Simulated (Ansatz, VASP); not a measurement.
# InSe: VASP beside Ansatz

File INCAR:

```
SYSTEM = InSe
  ALGO = Normal
  EDIFF = 1E-7
  ENCUT = 520
  GGA = PE
  ISIF = 2
  ISMEAR = 0
  LASPH = .True.
  LCHARG = .False.
  LREAL = .False.
  LWAVE = .False.
  NBANDS = 48
  NELM = 100
  PREC = Accurate
  SIGMA = 0.05
```

File KPOINTS:

```
k-points
0
Gamma
  9 9 2
  0 0 0
```

POSCAR

```
InSe
1.0
    4.0473293151      0.0000000000      0.0000000000
   -2.0236646576      3.5050900044      0.0000000000
    0.0000000000      0.0000000000     18.0520649100
In Se
4 4
Direct
    0.0000000000      0.0000000000      0.5773936800
    0.0000000000      0.0000000000      0.4226063200
    0.3333333300      0.6666666700      0.9226095100
    0.3333333300      0.6666666700      0.0773904900
    0.6666666700      0.3333333300      0.8530000700
    0.6666666700      0.3333333300      0.1469999300
    0.3333333300      0.6666666700      0.6470157200
    0.3333333300      0.6666666700      0.3529842800
```

Input for Ansatz:

```yaml
crystal:
  lattice:
    - [4.0473293151, 0.0, 0.0]
    - [-2.0236646576, 3.5050900044, 0.0]
    - [0.0, 0.0, 18.05206491]
  atoms:
    - { symbol: In, position: [0.0, 0.0, 0.57739368] }
    - { symbol: In, position: [0.0, 0.0, 0.42260632] }
    - { symbol: In, position: [0.33333333, 0.66666667, 0.92260951] }
    - { symbol: In, position: [0.33333333, 0.66666667, 0.07739049] }
    - { symbol: Se, position: [0.66666667, 0.33333333, 0.85300007] }
    - { symbol: Se, position: [0.66666667, 0.33333333, 0.14699993] }
    - { symbol: Se, position: [0.33333333, 0.66666667, 0.64701572] }
    - { symbol: Se, position: [0.33333333, 0.66666667, 0.35298428] }
basis:
  ecutwfc: 500
  fft_grid_basis: typed
kpoints:
  mp_grid: { grid: [9, 9, 2] }
hamiltonian:
  xc: pbe
scf:
  occupations: { method: gaussian, width: 0.05 }
output:
  forces: true
  stress: true
  eigenvalues: true
  bader: true
  write_density: true
  volumetric_format: npy
  elf: true
```

Alike in both runs: task single point; functional PBE; k mesh 9 × 9 × 2; occupations gaussian, width 0.05 eV; no spin polarisation.

|  | VASP | Ansatz |
| --- | --- | --- |
| version | VASP 6.6.1 | Ansatz 0.2.0 |
| potentials or method | VASP PAW PBE potentials, release 64 (In_d, Se), cutoff 520 eV | scalar-relativistic, plane waves, PAW |
| valence electrons in the cell | 76 | 116 |

|  | VASP | Ansatz | Ansatz less VASP |
| --- | --- | --- | --- |
| gap on the k mesh at the Fermi level (eV) | 0.72 | 0.73 | +0.012 |
| pressure (GPa) | 1.5 | 1.4 | -0.04 |
| rms of the force components (eV/Å) | 0.113 | 0.105 | -0.0084 |

Atom by atom the forces differ by 0.009 eV/Å (rms over components). VASP's potentials hold 76 valence electrons a cell and Ansatz's 116, so a difference there can come from the potentials and not from the codes.
